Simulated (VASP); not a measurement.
# BaTe (Fm-3m) in VASP: further runs, part 2 of 2

VASP 6.6.1. Earlier steps stand in the parts before.

### 3 Single point, r2SCAN

This run uses another cell than the first one, of 24.65 Å³/atom, 0.553 times its volume.

POSCAR

```
BaTe
1.0
    0.0000000000      2.9102784053      2.9102784053
    2.9102784053      0.0000000000      2.9102784053
    2.9102784053      2.9102784053      0.0000000000
Ba Te
1 1
Direct
    0.0000000000      0.0000000000      0.0000000000
    0.5000000000      0.5000000000      0.5000000000
```

INCAR.step1

```
SYSTEM = BaTe
PREC     = Accurate       ! precision mode
ENCUT    = 520            ! plane-wave cutoff, eV
ISMEAR   = 0              ! smearing method
SIGMA    = 0.02           ! smearing width, eV
LREAL    = .False.        ! projectors in reciprocal space
LASPH    = .True.         ! aspherical terms in the spheres
NELM     = 100            ! most SCF steps
NBANDS   = 15             ! bands
GGA      = PE             ! functional
ALGO     = Normal         ! electronic algorithm
EDIFF    = 1E-4           ! SCF threshold, eV
LWAVE    = .True.         ! write WAVECAR
LCHARG   = .False.        ! write CHGCAR
```

INCAR.step2

```
SYSTEM = BaTe
PREC     = Accurate       ! precision mode
ENCUT    = 520            ! plane-wave cutoff, eV
EDIFF    = 1E-6           ! SCF threshold, eV
ISMEAR   = 0              ! smearing method
SIGMA    = 0.02           ! smearing width, eV
LREAL    = .False.        ! projectors in reciprocal space
LASPH    = .True.         ! aspherical terms in the spheres
NELM     = 100            ! most SCF steps
ALGO     = Normal         ! electronic algorithm
ISIF     = 2              ! what is computed and relaxed
LWAVE    = .False.        ! write WAVECAR
LCHARG   = .True.         ! write CHGCAR
METAGGA  = R2SCAN         ! meta-GGA
LMIXTAU  = .True.       
LELF     = .True.         ! ELF
LVHAR    = .True.       
NBANDS   = 15             ! bands
ISTART   = 1
```

KPOINTS

```
regular mesh
0
Gamma
  8 8 8
  0 0 0
```

Potentials or basis: VASP PAW PBE potentials, release 64 (Ba_sv, Te).

The run is started by

```sh
> cat potpaw_PBE.64/Ba_sv/POTCAR potpaw_PBE.64/Te/POTCAR > POTCAR
> cp INCAR.step1 INCAR
> mpirun -np 1 vasp_std > vasp.out
> cp INCAR.step2 INCAR
> mpirun -np 1 vasp_std > vasp.out
```

OUTCAR:

```text
SYSTEM = BaTe
   PREC = Accurate
   ENCUT = 520
   EDIFF = 1E-6
   ISMEAR = 0
   LREAL = .False.
   LASPH = .True.
   NELM = 100
   ISIF = 2
   METAGGA = R2SCAN
   ISTART = 1

 ion  position               nearest neighbor table
   1  0.000  0.000  0.000-   2 2.91   2 2.91   2 2.91   2 2.91   2 2.91   2 2.91
   2  0.500  0.500  0.500-   1 2.91   1 2.91   1 2.91   1 2.91   1 2.91   1 2.91

  LATTYP: Found a face centered cubic cell.
 ALAT       =     5.8205568106

  Lattice vectors:

 A1 = (   0.0000000000,   2.9102784053,   2.9102784053)
 A2 = (   2.9102784053,   0.0000000000,   2.9102784053)
 A3 = (   2.9102784053,   2.9102784053,   0.0000000000)

Analysis of symmetry for initial positions (statically):
=====================================================================
 Subroutine PRICEL returns:
 Original cell was already a primitive cell.

 Routine SETGRP: Setting up the symmetry group for a
 face centered cubic supercell.

 Subroutine GETGRP returns: Found 48 space group operations
 (whereof 48 operations were pure point group operations)
 out of a pool of 48 trial point group operations.

The static configuration has the point symmetry O_h .

Analysis of symmetry for dynamics (positions and initial velocities):
=====================================================================
 Subroutine PRICEL returns:
 Original cell was already a primitive cell.

 Routine SETGRP: Setting up the symmetry group for a
 face centered cubic supercell.

 Subroutine GETGRP returns: Found 48 space group operations
 (whereof 48 operations were pure point group operations)
 out of a pool of 48 trial point group operations.

The dynamic configuration has the point symmetry O_h .

 Subroutine INISYM returns: Found 48 space group operations
 (whereof 48 operations are pure point group operations),
 and found     1 'primitive' translations

----------------------------------------------------------------------------------------
[... 116 lines left out ...]
  Thomas-Fermi vector in A             =   2.261721
   LORBIT       =      0    0 simple, 1 ext, 2 COOP (PROOUT), +10 PAW based schemes
   METAGGA = R2SCAN    functional components
   LHFCALC =     F    Hartree Fock is set to
   AEXX    =    0.0000 exact exchange contribution
   IVDW    =     0    specifies the selected vdW correction
   LEPSILON=     F    determine dielectric tensor
   LRPA    =     F    only Hartree local field effects (RPA)
 non-spin polarized calculation
 Gauss-broadening in eV      SIGMA  =   0.02
  energy-cutoff  :      520.00
  volume of cell :       49.30
 maximum number of plane-waves:      1363
   NGX = 15   NGY = 15   NGZ = 15

 number of electron      16.0000000 magnetization

 Free energy of the ion-electron system (eV)
  ---------------------------------------------------
  ext. energy  EPLUGINS =         0.00000000
  ---------------------------------------------------
  free energy    TOTEN  =       -51.35463327 eV

  energy without entropy =      -51.35463283  energy(sigma->0) =      -51.35463305

 E-fermi :   6.9991     XC(G=0): -11.2623

 val. band max:        6.9459182047   @ k =   0.3750   0.3750   0.0000
 cond. band min:       7.0470985888   @ k =   0.0000   0.0000   0.0000
 fundamental gap:      0.1011803841
 Fermi energy:         6.9990916301

 k-point     1 :       0.0000    0.0000    0.0000
  band No.  band energies     occupation
      1     -20.3117      2.00000
      2      -5.0360      2.00000
      3      -5.0360      2.00000
      4      -5.0360      2.00000
      5      -4.4069      2.00000
      6       7.0471      0.00069
      7       7.0471      0.00069
      8       7.0471      0.00069
      9       9.2231      0.00000
     10       9.2231      0.00000
     11       9.2231      0.00000
     12      10.6810      0.00000
     13      10.6810      0.00000
     14      13.6944      0.00000
[... 401 lines left out ...]
      2      -7.6089      2.00000
      3      -5.6408      2.00000
      4      -5.3035      2.00000
      5      -1.7367      2.00000
      6       3.6834      2.00000
      7       4.9188      2.00000
      8       5.4074      2.00000
      9      10.9218      0.00000
     10      11.4486      0.00000
     11      13.9221      0.00000
     12      14.8759      0.00000
     13      16.3075      0.00000
     14      16.9801      0.00000
     15      18.0728      0.00000

 [... further k-points ...]
[... 5 lines left out ...]
  --------------------------------------------------------------------------------------
  -------------------------------------------------------------------------------------
  Total       19.0085684     19.0085684     19.0085684      0.0000000      0.0000000      0.0000000
  in kB      617.7693916    617.7693916    617.7693916      0.0000000      0.0000000      0.0000000
  external PRESSURE =     617.7693916 kB  Pullay stress =       0.0000000 kB

 VOLUME and BASIS-vectors are now :
 -----------------------------------------------------------------------------
  energy-cutoff  :      520.00
  volume of cell :       49.30
      direct lattice vectors                 reciprocal lattice vectors
     0.000000000  2.910278405  2.910278405    -0.171804869  0.171804869  0.171804869
     2.910278405  0.000000000  2.910278405     0.171804869 -0.171804869  0.171804869
     2.910278405  2.910278405  0.000000000     0.171804869  0.171804869 -0.171804869

 POSITION                                       TOTAL-FORCE (eV/Angst)
 -----------------------------------------------------------------------------------
      0.00000      0.00000      0.00000        -0.000000      0.000000     -0.000000
      2.91028      2.91028      2.91028         0.000000     -0.000000      0.000000
 -----------------------------------------------------------------------------------
    total drift:                                0.000000     -0.000000     -0.000000

  FREE ENERGIE OF THE ION-ELECTRON SYSTEM (eV)
  ---------------------------------------------------
  free  energy   TOTEN  =       -51.3546332656 eV

  energy  without entropy=      -51.3546328294  energy(sigma->0) =      -51.35463305
```

Run time: 1.7 min. Hardware: 1 thread of AMD EPYC 7R13 (Zen 3), shared host; peak memory 0.17 GiB.

What came out:

| Item | Value |
| --- | --- |
| Free energy | -51.3546 eV |
| Pressure | 61.8 GPa |
| Band gap on the k mesh | zero (band 8 reaches 7.15 eV, above the bottom of band 9 at 6.95 eV) |

Levels at points of the mesh, in eV from the Fermi level:
| k point | band 4 | band 5 | band 6 | band 7 | band 8 | band 9 | band 10 | band 11 | band 12 | band 13 |
| --- | --- | --- | --- | --- | --- | --- | --- | --- | --- | --- |
| (0.00, 0.00, 0.00) | -12.04 | -11.41 | 0.05 | 0.05 | 0.05 | 2.22 | 2.22 | 2.22 | 3.68 | 3.68 |
| (0.50, 0.00, 0.00) | -12.01 | -7.53 | -4.21 | -2.97 | -2.97 | 5.23 | 6.14 | 6.14 | 6.61 | 8.67 |
| (0.50, 0.50, 0.00) | -12.67 | -11.51 | -0.30 | -0.24 | 0.15 | 0.15 | 5.46 | 8.02 | 8.02 | 8.55 |

Caveat: the PAW data sets were made with another functional, which shifts forces and pressure a little; spin-orbit coupling is left out, which moves the levels of the heavy elements.
